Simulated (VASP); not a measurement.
Te:

```
Te
1.0
     5.59599    0.00000    0.00000
     0.82655    5.04971    0.00000
     0.10649   -1.65278    4.75923
Te
4
Direct
  0.14008 0.54317 0.96057
  0.88095 0.49135 0.65732
  0.07812 0.18822 0.25070
  0.48371 0.69840 0.24263
```

The cell was built from a structure type or drawn by symmetry, and may not be a known phase.

| Quantity | Value |
| --- | --- |
| Program | VASP 6.6.1 |
| Task | relaxation of cell and atoms |
| Functional | PBE |
| Potentials or basis | VASP PAW PBE potentials, release 64 (Te) |
| Cutoff | 600 eV |
| k mesh | 4 × 4 × 4 |
| Occupations | gaussian, width 0.1 eV |
| Spin | no spin polarisation |

At the start: pressure 38.0 GPa; volume 33.62 Å³/atom.

How do energy, volume and symmetry change on relaxing?

Over 61 steps the energy falls by 2309.6 meV/atom and the volume is 46.38 Å³/atom (+38.0 %); space group P1 (No. 1, to 0.1 Å) before and after.

Step by step:
| step | energy change (eV) | largest force (eV/Å) | pressure (GPa) | volume (Å³) |
| --- | --- | --- | --- | --- |
| 1 | 0.0000 | 19.6808 | 38.04 | 134.49 |
| 3 | -5.7228 | 1.4435 | -3.17 | 321.40 |
| 5 | -7.8444 | 1.2728 | -1.48 | 210.12 |
| 7 | -8.0826 | 1.3385 | 0.44 | 190.57 |
| 9 | -8.1062 | 1.6575 | 1.34 | 184.42 |
| 11 | -8.3668 | 0.5250 | -1.33 | 196.06 |
| 13 | -8.6011 | 0.9175 | 0.36 | 185.21 |
| 15 | -8.7212 | 0.6807 | 0.62 | 184.39 |
| 17 | -8.8224 | 0.5430 | -0.22 | 191.67 |
| 19 | -8.9252 | 0.9656 | 0.36 | 191.45 |
| 21 | -9.0048 | 0.5598 | -0.25 | 194.82 |
| 23 | -9.0605 | 0.3430 | 0.30 | 193.03 |
| 25 | -9.1163 | 0.4107 | -0.09 | 197.44 |
| 27 | -9.1620 | 0.2375 | -0.16 | 198.03 |
| 29 | -9.1944 | 0.3514 | 0.66 | 193.33 |
| 31 | -9.2176 | 0.1873 | -0.12 | 196.45 |
| 33 | -9.2202 | 0.1259 | -0.10 | 196.19 |
| 35 | -9.2250 | 0.0953 | -0.04 | 194.98 |
| 37 | -9.2286 | 0.0748 | 0.06 | 193.21 |
| 39 | -9.2295 | 0.0654 | -0.06 | 193.19 |
| 41 | -9.2306 | 0.0587 | -0.03 | 192.12 |
| 43 | -9.2308 | 0.0764 | -0.02 | 191.62 |
| 45 | -9.2321 | 0.0618 | 0.06 | 189.60 |
| 47 | -9.2330 | 0.0584 | -0.08 | 188.98 |
| 49 | -9.2338 | 0.0556 | 0.03 | 187.78 |
| 51 | -9.2352 | 0.0474 | 0.00 | 187.33 |
| 53 | -9.2357 | 0.0876 | -0.04 | 186.90 |
| 55 | -9.2365 | 0.0600 | 0.02 | 186.28 |
| 57 | -9.2367 | 0.0557 | 0.05 | 185.89 |
| 59 | -9.2373 | 0.0613 | -0.06 | 186.24 |
| 61 | -9.2384 | 0.0361 | 0.08 | 185.54 |

Final structure:
```
CELL_PARAMETERS angstrom
6.37385 0.18419 0.02069
1.08260 5.92952 0.47634
0.06366 -1.40365 4.82276
ATOMIC_POSITIONS crystal
Te 0.24075 0.55369 0.98836
Te 0.76142 0.40421 0.57083
Te 0.09078 0.20903 0.16693
Te 0.48990 0.75421 0.38511
```

Caveat: the volume moved by over 15 % at a fixed basis, so the end points are rough.
